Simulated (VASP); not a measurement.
# HfGe (Pm-3m) in VASP: a series of runs

The runs below take HfGe through relaxation of cell and atoms, single point, with LDA, PBE0.

All numbers are computed with VASP 6.6.1; they aren't measurements. Logs are shortened: lines on timing, memory, paths and dates and some standing lists are left out, and cuts for length are marked.

### Step 1. The cell of the first run

Symmetry: Pm-3m, No. 221, cubic system. Conventional cell: a = 3.501 Å, b = 3.501 Å, c = 3.501 Å, α = 90.00°, β = 90.00°, γ = 90.00°. Hf (site symmetry m-3m) has 8 Ge at 3.03 Å and 6 Hf at 3.50 Å within 4.0 Å. Ge (site symmetry m-3m) has 8 Hf at 3.03 Å and 6 Ge at 3.50 Å within 4.0 Å.

The cell was generated, and may not be a known phase.

### Step 2. Relaxation of cell and atoms, LDA, non-collinear spin, zero start, spin-orbit coupling

File INCAR:

```
  PREC = Accurate
  ENCUT = 600
  EDIFF = 1E-6
  ISMEAR = 1
  SIGMA = 0.01
  LREAL = F
  LASPH = T
  NELM = 150
  ALGO = Normal
  ISIF = 3
  LWAVE = F
  LCHARG = F
  MAGMOM = 0 0 0 0 0 0
  LORBIT = 11
  LSORBIT = T
  GGA_COMPAT = F
  LORBMOM = T
  LMAXMIX = 4
  GGA = CA
  IBRION = 2
  NSW = 60
  EDIFFG = -0.01
  LUSENCCL = F
```

File KPOINTS:

```
regular mesh
0
Gamma
  8 8 8
```

File POSCAR:

```
HfGe
1.0
    3.5008378700      0.0000000000      0.0000000000
    0.0000000000      3.5008378700      0.0000000000
    0.0000000000      0.0000000000      3.5008378700
Hf Ge
1 1
Direct
    0.0000000000      0.0000000000      0.0000000000
    0.5000000000      0.5000000000      0.5000000000
```

Potentials or basis: VASP PAW LDA potentials, release 64 (Hf_pv, Ge_d).

Run with:

```console
cat potpaw_LDA.64/Hf_pv/POTCAR potpaw_LDA.64/Ge_d/POTCAR > POTCAR
mpirun -np 1 vasp_ncl > vasp.out
```

OUTCAR:

```text
PREC = Accurate
   ENCUT = 600
   EDIFF = 1E-6
   ISMEAR = 1
   LREAL = F
   LASPH = T
   NELM = 150
   ISIF = 3
   LORBIT = 11
   LSORBIT = T
   GGA = CA
   IBRION = 2
   NSW = 60
   EDIFFG = -0.01

 ion  position               nearest neighbor table
   1  0.000  0.000  0.000-   2 3.03   2 3.03   2 3.03   2 3.03   2 3.03   2 3.03   2 3.03   2 3.03

   2  0.500  0.500  0.500-   1 3.03   1 3.03   1 3.03   1 3.03   1 3.03   1 3.03   1 3.03   1 3.03

  LATTYP: Found a simple cubic cell.
 ALAT       =     3.5008378700

  Lattice vectors:

 A1 = (   3.5008378700,   0.0000000000,   0.0000000000)
 A2 = (   0.0000000000,   3.5008378700,   0.0000000000)
 A3 = (   0.0000000000,   0.0000000000,   3.5008378700)

Analysis of symmetry for initial positions (statically):
=====================================================================
 Subroutine PRICEL returns:
 Original cell was already a primitive cell.

 Routine SETGRP: Setting up the symmetry group for a
 simple cubic supercell.

 Subroutine GETGRP returns: Found 48 space group operations
 (whereof 48 operations were pure point group operations)
 out of a pool of 48 trial point group operations.

The static configuration has the point symmetry O_h .

Analysis of symmetry for dynamics (positions and initial velocities):
=====================================================================
 Subroutine PRICEL returns:
 Original cell was already a primitive cell.

 Routine SETGRP: Setting up the symmetry group for a
 simple cubic supercell.

 Subroutine GETGRP returns: Found 48 space group operations
 (whereof 48 operations were pure point group operations)
 out of a pool of 48 trial point group operations.

The dynamic configuration has the point symmetry O_h .

Analysis of structural, dynamic, and magnetic symmetry:
=====================================================================
 Subroutine PRICEL returns:
 Original cell was already a primitive cell.

 Routine SETGRP: Setting up the symmetry group for a
 simple cubic supercell.

 Subroutine GETGRP returns: Found 48 space group operations
 (whereof 48 operations were pure point group operations)
 out of a pool of 48 trial point group operations.
[... 1134 lines left out ...]
  -------------------------------------------------------------------------------------
  Total       -0.0145372     -0.0145372     -0.0145372      0.0000000      0.0000000     -0.0000000
  in kB       -0.6643665     -0.6643665     -0.6643665      0.0000000      0.0000000     -0.0000000
  external PRESSURE =      -0.6643665 kB  Pullay stress =       0.0000000 kB
[... 17 lines left out ...]
  FREE ENERGIE OF THE ION-ELECTRON SYSTEM (eV)
  ---------------------------------------------------
  free  energy   TOTEN  =       -17.3456784767 eV

  energy  without entropy=      -17.3454669966  energy(sigma->0) =      -17.34560798

 reached required accuracy - stopping structural energy minimisation

 orbital moment (x)

 # of ion     p       d       tot
 ----------------------------------------
  1         0.000   0.000   0.000
  2         0.000  -0.000  -0.000
 ----------------------------------------
            0.000   0.000   0.000

 orbital moment (y)

 # of ion     p       d       tot
 ----------------------------------------
  1         0.000  -0.000  -0.000
  2         0.000  -0.000  -0.000
 ----------------------------------------
            0.000  -0.000  -0.000

 orbital moment (z)

 # of ion     p       d       tot
 ----------------------------------------
  1         0.000   0.000   0.000
  2         0.000  -0.000  -0.000
 ----------------------------------------
            0.000   0.000   0.000

 Spin-Orbit-Coupling matrix elements

 Ion:    1  E_soc:     -1.4357429
 l=   1
     0.0000000    -0.2246194    -0.2246194
    -0.2246194     0.0000000    -0.2246194
    -0.2246194    -0.2246194     0.0000000
 l=   2
     0.0000000    -0.0022927     0.0000000    -0.0022927    -0.0123784
    -0.0022927     0.0000000    -0.0092838    -0.0022927    -0.0030946
     0.0000000    -0.0092838     0.0000000    -0.0092838     0.0000000
    -0.0022927    -0.0022927    -0.0092838     0.0000000    -0.0030946
    -0.0123784    -0.0030946     0.0000000    -0.0030946     0.0000000
 l=   3
     0.0000000     0.0000000     0.0000000     0.0000000     0.0000000     0.0000000     0.0000000
     0.0000000     0.0000000     0.0000000     0.0000000     0.0000000     0.0000000     0.0000000
     0.0000000     0.0000000     0.0000000     0.0000000     0.0000000     0.0000000     0.0000000
     0.0000000     0.0000000     0.0000000     0.0000000     0.0000000     0.0000000     0.0000000
     0.0000000     0.0000000     0.0000000     0.0000000     0.0000000     0.0000000     0.0000000
     0.0000000     0.0000000     0.0000000     0.0000000     0.0000000     0.0000000     0.0000000
     0.0000000     0.0000000     0.0000000     0.0000000     0.0000000     0.0000000     0.0000000

 Ion:    2  E_soc:     -0.0264477
 l=   1
     0.0000000    -0.0035264    -0.0035264
    -0.0035264     0.0000000    -0.0035264
    -0.0035264    -0.0035264     0.0000000
 l=   2
     0.0000000    -0.0001459     0.0000000    -0.0001459    -0.0007356
    -0.0001459     0.0000000    -0.0005517    -0.0001459    -0.0001839
     0.0000000    -0.0005517     0.0000000    -0.0005517     0.0000000
    -0.0001459    -0.0001459    -0.0005517     0.0000000    -0.0001839
    -0.0007356    -0.0001839     0.0000000    -0.0001839     0.0000000
 l=   3
     0.0000000     0.0000000     0.0000000     0.0000000     0.0000000     0.0000000     0.0000000
     0.0000000     0.0000000     0.0000000     0.0000000     0.0000000     0.0000000     0.0000000
     0.0000000     0.0000000     0.0000000     0.0000000     0.0000000     0.0000000     0.0000000
     0.0000000     0.0000000     0.0000000     0.0000000     0.0000000     0.0000000     0.0000000
     0.0000000     0.0000000     0.0000000     0.0000000     0.0000000     0.0000000     0.0000000
     0.0000000     0.0000000     0.0000000     0.0000000     0.0000000     0.0000000     0.0000000
     0.0000000     0.0000000     0.0000000     0.0000000     0.0000000     0.0000000     0.0000000

 total charge

# of ion       s       p       d       tot
------------------------------------------
    1        0.329   6.431   1.745   8.505
    2        1.170   1.302  10.031  12.504
--------------------------------------------------
tot          1.499   7.734  11.776  21.008

 magnetization (x)

# of ion       s       p       d       tot
------------------------------------------
    1       -0.000  -0.000   0.000  -0.000
    2       -0.000   0.000   0.000   0.000
--------------------------------------------------
tot         -0.000  -0.000   0.000   0.000

 magnetization (y)

# of ion       s       p       d       tot
------------------------------------------
    1        0.000   0.000  -0.000   0.000
    2       -0.000   0.000   0.000  -0.000
--------------------------------------------------
tot         -0.000   0.000  -0.000   0.000

 magnetization (z)

# of ion       s       p       d       tot
------------------------------------------
    1        0.000   0.000  -0.000   0.000
    2        0.000  -0.000  -0.000  -0.000
--------------------------------------------------
tot          0.000   0.000  -0.000   0.000
```

Run time: 6.9 min. Hardware: 1 × NVIDIA H100 80GB with 1 thread of AMD EPYC 7R13 (Zen 3), shared host; peak memory 1.3 GiB.

Results:

```yaml
Free_energy: -17.3457 eV
Relaxed_volume: 17.53 Å³/atom
Relaxed_cell: a = 3.273 Å, b = 3.273 Å, c = 3.273 Å, α = 90.00°, β = 90.00°, γ = 90.00°
Space_group_after_relaxing_to_0.1_Å: Pm-3m (No. 221)
Energy_gained_by_relaxing: 259.6 meV/atom
Ionic_steps: 4
Pressure_after_relaxing: -0.1 GPa
Net_moment: 0.00 μB per cell
Valence_electrons_inside_the_program's_atomic_spheres: Hf 8.51; Ge 12.50
```

The path:
```csv
step,energy change (eV),largest force (eV/Å),pressure (GPa),volume (Å³)
1,0.0000,0.0000,-17.58,42.91
2,-0.0818,0.0000,31.19,29.89
3,-0.5189,0.0000,-0.90,35.24
4,-0.5192,0.0000,-0.07,35.06
```

Final structure:
```
Hf Ge
1.0
     3.27286    0.00000    0.00000
     0.00000    3.27286    0.00000
     0.00000    0.00000    3.27286
Hf Ge
1 1
Direct
  0.00000 0.00000 0.00000
  0.50000 0.50000 0.50000
```

Moments on the atoms (μB; x, y, z):
```
Hf  0.00 0.00 0.00
Ge  0.00 0.00 0.00
```

Caveat: the volume moved by over 15 % at a fixed basis, so the end points are rough.

### Step 3. Single point, PBE0

This run uses another cell than the first one, of 18.99 Å³/atom.

File POSCAR:

```
HfGe
1.0
    3.3611051263      0.0000000000      0.0000000000
    0.0000000000      3.3611051263      0.0000000000
    0.0000000000      0.0000000000      3.3611051263
Hf Ge
1 1
Direct
    0.0000000000      0.0000000000      0.0000000000
    0.5000000000      0.5000000000      0.5000000000
```

File INCAR.step1:

```
ALGO = Normal
EDIFF = 1E-5
ENCUT = 520
GGA = PE
ISIF = 2
ISMEAR = -1
LASPH = True
LCHARG = False
LREAL = False
LWAVE = True
NBANDS = 19
NELM = 60
PREC = Accurate
SIGMA = 0.05
```

File INCAR.step2:

```
AEXX = 0.25
ALGO = Normal
EDIFF = 1E-7
ENCUT = 520
GGA = PE
ISIF = 2
ISMEAR = -1
ISTART = 1
LASPH = True
LCHARG = False
LHFCALC = True
LREAL = False
LWAVE = False
NBANDS = 19
NELM = 60
PREC = Accurate
PRECFOCK = Normal
SIGMA = 0.05
```

File KPOINTS:

```
k-points
0
Gamma
  4 4 4
```

Potentials or basis: VASP PAW PBE potentials, release 64 (Hf_pv, Ge_d).

Run with:

```console
cat potpaw_PBE.64/Hf_pv/POTCAR potpaw_PBE.64/Ge_d/POTCAR > POTCAR
cp INCAR.step1 INCAR
mpirun -np 1 vasp_std > vasp.out
cp INCAR.step2 INCAR
mpirun -np 1 vasp_std > vasp.out
```

Wall time 26 min (1 thread of Intel Xeon 8259CL, shared host); peak memory 0.17 GiB.

Results (log left out):

```yaml
Free_energy: -18.6045 eV
Pressure: -1.5 GPa
Band_gap_on_the_k_mesh: zero (bands 12 and 13 overlap by 3.14 eV)
```

Levels at points of the mesh, in eV from the Fermi level:
| k point | band 10 | band 11 | band 12 | band 13 | band 14 | band 15 |
| --- | --- | --- | --- | --- | --- | --- |
| (0.00, 0.00, 0.00) | -2.10 | -2.10 | 2.61 | 2.61 | 2.61 | 4.74 |
| (0.50, 0.00, 0.00) | -7.62 | -1.08 | -0.53 | -0.53 | 5.11 | 6.14 |
| (0.50, 0.50, 0.00) | -3.89 | -3.89 | -2.45 | 2.62 | 2.62 | 4.95 |
| (0.50, 0.50, 0.50) | -5.21 | -5.21 | -5.21 | 4.33 | 4.33 | 4.33 |

Caveat: the k points lie up to 0.47 Å⁻¹ apart, too coarse for converged energies and pressures of a metal; the PAW data sets were made with another functional, which shifts forces and pressure a little; spin-orbit coupling is left out, which moves the levels of the heavy elements.
